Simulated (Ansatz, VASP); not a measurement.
# Zn2C: VASP beside Ansatz

POSCAR

```
Zn2C
1.0
    0.0000000000      2.5006105624      2.5006105624
    2.5006105624      0.0000000000      2.5006105624
    2.5006105624      2.5006105624      0.0000000000
C Zn
1 2
Direct
    0.0000000000      0.0000000000      0.0000000000
    0.2500000000      0.2500000000      0.2500000000
    0.7500000000      0.7500000000      0.7500000000
```

Contents of INCAR.step1:

```
SYSTEM = Zn2C
  PREC = Accurate
  ENCUT = 520
  ISMEAR = 0
  SIGMA = 0.01
  LREAL = .False.
  LASPH = .True.
  NELM = 60
  NBANDS = 21
  GGA = PE
  ALGO = Normal
  EDIFF = 1E-4
  LWAVE = .True.
  LCHARG = .False.
```

File INCAR.step2:

```
SYSTEM = Zn2C
  PREC = Accurate
  ENCUT = 520
  EDIFF = 1E-7
  ISMEAR = 0
  SIGMA = 0.01
  LREAL = .False.
  LASPH = .True.
  NELM = 60
  ALGO = Normal
  ISIF = 2
  LWAVE = .False.
  LCHARG = .True.
  METAGGA = R2SCAN
  LMIXTAU = .True.
  LELF = .True.
  LVHAR = .True.
  NBANDS = 21
  ISTART = 1
```

KPOINTS

```
Automatic mesh
0
Gamma
  8 8 8
  0 0 0
```

Input for Ansatz:

```yaml
crystal:
  lattice:
    - [0.0, 2.5006105624, 2.5006105624]
    - [2.5006105624, 0.0, 2.5006105624]
    - [2.5006105624, 2.5006105624, 0.0]
  atoms:
    - { symbol: C, position: [0.0, 0.0, 0.0] }
    - { symbol: Zn, position: [0.25, 0.25, 0.25] }
    - { symbol: Zn, position: [0.75, 0.75, 0.75] }
kpoints:
  mp_grid: { grid: [8, 8, 8] }
  band_path:
    path:
      - [0.0, 0.0, 0.0]
      - [0.5, 0.0, 0.5]
      - [0.625, 0.25, 0.625]
      - [0.375, 0.375, 0.75]
      - [0.5, 0.5, 0.5]
      - [0.5, 0.25, 0.75]
    npoints: 1
hamiltonian:
  xc: r2scan
scf:
  occupations: { method: fixed }
  n_extra_bands: 4
output:
  forces: true
  stress: true
  eigenvalues: true
  write_density: true
  write_potential: true
  elf: true
  volumetric_format: npy
```

Change from the starting cell: hydrostatic strain -3.0%.

Alike in both runs: task single point; functional r2SCAN; k mesh 8 × 8 × 8; no spin polarisation.

```csv
,VASP,Ansatz
version,VASP 6.6.1,Ansatz 0.2.0
potentials or method,"VASP PAW PBE potentials, release 64 (C, Zn)","plane waves, PAW"
plane-wave cutoff (eV),520,500
occupations,"gaussian, width 0.01 eV",fixed
valence electrons in the cell,28,28
```

```tsv
	VASP	Ansatz	Ansatz less VASP
gap on the k mesh at the Fermi level (eV)	0.52	0.46	-0.059
pressure (GPa)	17.5	16.5	-0.95
```

VASP's potentials were made for PBE, not for r2SCAN.
